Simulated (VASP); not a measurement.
A run of VASP 6.6.1:

File INCAR:

```
SYSTEM = Nb
ALGO = Normal
DIPOL = 0.5 0.5 0.500
EDIFF = 1E-7
ENCUT = 520
GGA = PE
IDIPOL = 3
ISIF = 2
ISMEAR = -1
LASPH = .TRUE.
LCHARG = .FALSE.
LDIPOL = .TRUE.
LREAL = .FALSE.
LWAVE = .FALSE.
NBANDS = 48
NELM = 60
PREC = Accurate
SIGMA = 0.05
```

KPOINTS

```
k-points
0
G
  10 10 1
  0 0 0
```

The input POSCAR:

```
Nb
1.0
    3.3112325465      0.0000000000      0.0000000000
    0.0000000000      3.3112325465      0.0000000000
    0.0000000000      0.0000000000     24.2781000000
Nb
6
Direct
    0.2500000000      0.2500000000      0.3295154611
    0.7500000000      0.7500000000      0.3977092767
    0.2500000000      0.2500000000      0.4659030922
    0.7500000000      0.7500000000      0.5340969078
    0.2500000000      0.2500000000      0.6022907233
    0.7500000000      0.7500000000      0.6704845389
```

Potentials or basis: VASP PAW PBE potentials, release 64 (Nb_sv).

Command:

```sh
$ cat potpaw_PBE.64/Nb_sv/POTCAR > POTCAR
$ mpirun -np 1 vasp_std > vasp.out
```

Hardware: 1 thread of Intel Xeon 8259CL (shared host).

Q: How long does it take, and how much memory?

A: It took 20 min on 1 thread of Intel Xeon 8259CL (shared host), peak memory 0.49 GiB. Counts: scf iterations 28, k points 21.
